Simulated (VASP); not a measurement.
TaW2N4: relaxation of cell and atoms with PBE

Crystal: TaW2N4.

```xyz
7
Lattice="4.2814 -0.0368 -0.0207 -0.0368 4.2040 0.1024 -2.1426 -1.9830 4.1653" Properties=species:S:1:pos:R:3 pbc="T T T"
Ta    0.0195   -0.0610   -0.0181
W     2.1291   -0.0060    2.1232
W    -0.0040    2.1668    2.0740
N     2.0311    2.0972    2.1152
N    -0.0084    0.0947    2.2214
N     2.1363    0.0281    0.0329
N     0.0228    2.1324   -0.0137
```

- Program: VASP 6.6.1
- Task: relaxation of cell and atoms
- Functional: PBE
- Potentials or basis: VASP PAW PBE potentials, release 64 (Ta_pv, W_sv, N)
- Cutoff: 600 eV
- k mesh: 6 × 6 × 6
- Occupations: gaussian, width 0.2 eV
- Spin: no spin polarisation
- Dipole correction: no
- Further INCAR settings: ALGO = Normal; EDIFF = 1e-06; IBRION = 2; EDIFFG = -0.025; NSW = 80; ISIF = 3

* Relaxed volume: 10.86 Å³/atom
* Relaxed cell: a = 4.263 Å, b = 4.264 Å, c = 5.203 Å, α = 115.38°, β = 115.32°, γ = 87.85°
* Space group after relaxing (to 0.1 Å): C2/m (No. 12)
* Energy gained by relaxing: 90.4 meV/atom
* Ionic steps: 22
* Pressure after relaxing: 0.1 GPa
* Largest force after relaxing: 0.016 eV/Å
* Band gap on the k mesh: zero (an odd number of electrons rules out a gap without spin polarisation)

Forces in eV/Å, atoms in the order of the input:
```
Ta   0.003 -0.003  0.003
W   -0.007  0.014 -0.004
W   -0.009  0.004 -0.008
N    0.007 -0.002  0.006
N    0.014 -0.005 -0.001
N   -0.004 -0.007  0.001
N   -0.005 -0.001  0.002
```

Stress tensor (GPa, compression positive):
```
 0.11 -0.04 -0.05
-0.04  0.07  0.08
-0.05  0.08  0.04
```

Step by step:
| step | energy change (eV) | largest force (eV/Å) | pressure (GPa) | volume (Å³) |
| --- | --- | --- | --- | --- |
| 1 | 0.0000 | 1.8949 | 3.98 | 75.66 |
| 2 | -0.2308 | 1.0695 | -9.36 | 78.53 |
| 3 | -0.3282 | 0.8913 | -5.94 | 77.43 |
| 4 | -0.4063 | 0.9781 | 9.29 | 74.08 |
| 5 | -0.4363 | 0.6923 | 3.62 | 75.20 |
| 6 | -0.5262 | 0.7172 | 0.46 | 75.81 |
| 7 | -0.5262 | 0.7101 | 0.50 | 75.80 |
| 8 | -0.5916 | 0.5247 | -2.46 | 76.47 |
| 9 | -0.5920 | 0.5083 | -2.68 | 76.53 |
| 10 | -0.6004 | 0.3208 | 4.62 | 75.01 |
| 11 | -0.6116 | 0.3020 | 1.43 | 75.65 |
| 12 | -0.6232 | 0.2530 | -0.32 | 76.06 |
| 13 | -0.6232 | 0.2538 | -0.32 | 76.06 |
| 14 | -0.6274 | 0.1572 | 0.23 | 75.96 |
| 15 | -0.6284 | 0.1096 | 0.68 | 75.88 |
| 16 | -0.6303 | 0.0739 | -0.66 | 76.20 |
| 17 | -0.6304 | 0.0718 | -0.60 | 76.18 |
| 18 | -0.6318 | 0.0861 | 0.05 | 76.04 |
| 19 | -0.6319 | 0.0921 | 0.22 | 76.00 |
| 20 | -0.6326 | 0.0369 | -0.11 | 76.05 |
| 21 | -0.6326 | 0.0367 | -0.11 | 76.05 |
| 22 | -0.6328 | 0.0162 | 0.07 | 76.00 |

Final structure:
```
CELL_PARAMETERS angstrom
4.26228 0.07865 -0.00698
0.08117 4.26319 -0.01064
-2.17909 -2.17910 4.19274
ATOMIC_POSITIONS crystal
Ta 0.99986 0.00011 0.99988
W 0.77530 0.22447 0.50018
W 0.22520 0.77515 0.50012
N 0.72137 0.72127 0.48284
N 0.27803 0.27879 0.51697
N 0.50011 0.00019 0.00009
N 0.00013 0.50002 0.99990
```

Levels at points of the mesh, in eV from the Fermi level:
```csv
k point,band 27,band 28,band 29,band 30,band 31,band 32,band 33,band 34
"(0.00, 0.00, 0.00)",-2.08,-1.80,-1.76,-1.19,0.46,0.57,0.58,0.89
"(0.50, 0.00, 0.00)",-1.98,-1.41,-1.29,-0.31,0.83,1.65,1.70,1.87
"(0.00, 0.50, 0.00)",-1.98,-1.42,-1.29,-0.32,0.82,1.65,1.70,1.90
"(0.50, 0.50, 0.00)",-1.93,-0.15,0.50,0.87,1.60,1.85,1.88,2.67
"(0.00, 0.00, 0.50)",-3.18,-3.15,-2.84,-2.71,-0.33,0.73,1.66,1.90
"(0.50, 0.00, 0.50)",-1.94,-1.59,-1.22,0.26,0.36,1.40,1.63,2.17
"(0.00, 0.50, 0.50)",-1.94,-1.58,-1.24,0.27,0.36,1.42,1.64,2.17
"(0.50, 0.50, 0.50)",-2.01,0.35,0.41,1.01,1.48,1.77,2.02,2.46
```

It took 70 min on 1 thread of Oxide Virtual Turin-like Processor, on a shared host, peak memory 0.45 GiB.

Caveat: spin-orbit coupling is left out, which moves the levels of the heavy elements.
